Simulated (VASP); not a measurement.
Set up this calculation in VASP 6.6.1, as the native input.

```
Task                   : relaxation of shape and atoms at fixed volume
Functional             : PBE
Potentials or basis    : VASP PAW PBE potentials, release 64 (W_sv, C)
Cutoff                 : 600 eV
k mesh                 : 17 × 17 × 15
Occupations            : fermi-dirac, width 0.1 eV
Spin                   : no spin polarisation
Dipole correction      : no
Further INCAR settings : ALGO = Normal; EDIFF = 1e-06; IBRION = 2; EDIFFG = -0.005; NSW = 50; ISIF = 4
```

The structure of WC (WC type) lies in POSCAR:

```
WC
1.0
    2.7128785086      0.0000000000      0.0000000000
   -1.3564392543      2.3494217058      0.0000000000
    0.0000000000      0.0000000000      2.6422630518
W C
1 1
Direct
    0.0000000000      0.0000000000      0.0000000000
    0.3333333333      0.6666666667      0.5000000000
```

One way to write it, as run:

INCAR

```
SYSTEM = WC
ALGO     = Normal         ! electronic algorithm
EDIFF    = 1E-6           ! SCF threshold, eV
EDIFFG   = -0.005         ! ionic threshold
ENCUT    = 600            ! plane-wave cutoff, eV
GGA      = PE             ! functional
IBRION   = 2              ! ionic algorithm
ISIF     = 4              ! what is computed and relaxed
ISMEAR   = -1             ! smearing method
LASPH    = .TRUE.         ! aspherical terms in the spheres
LCHARG   = .FALSE.        ! write CHGCAR
LREAL    = .FALSE.        ! projectors in reciprocal space
LWAVE    = .FALSE.        ! write WAVECAR
NELM     = 60             ! most SCF steps
NSW      = 50             ! ionic steps
PREC     = Accurate       ! precision mode
SIGMA    = 0.1            ! smearing width, eV
```

KPOINTS

```
k-points
0
G
  17 17 15
  0 0 0
```

Potentials or basis: VASP PAW PBE potentials, release 64 (W_sv, C).

Launch:

```bash
$ cat potpaw_PBE.64/W_sv/POTCAR potpaw_PBE.64/C/POTCAR > POTCAR
$ mpirun -np 1 vasp_std > vasp.out
```

Results of the run:

```json
{
 "Energy gained by relaxing": "6.6 meV/atom",
 "Ionic steps": "16",
 "Pressure after relaxing": "139.0 GPa",
 "Band gap on the k mesh": "zero (bands 9 and 10 overlap by 1.65 eV)"
}
```

Caveat: spin-orbit coupling is left out, which moves the levels of the heavy elements.

Wall time 86 s on 1 thread of Intel(R) Xeon(R) 6975P-C (Granite Rapids), on a shared host, peak memory 0.21 GiB.
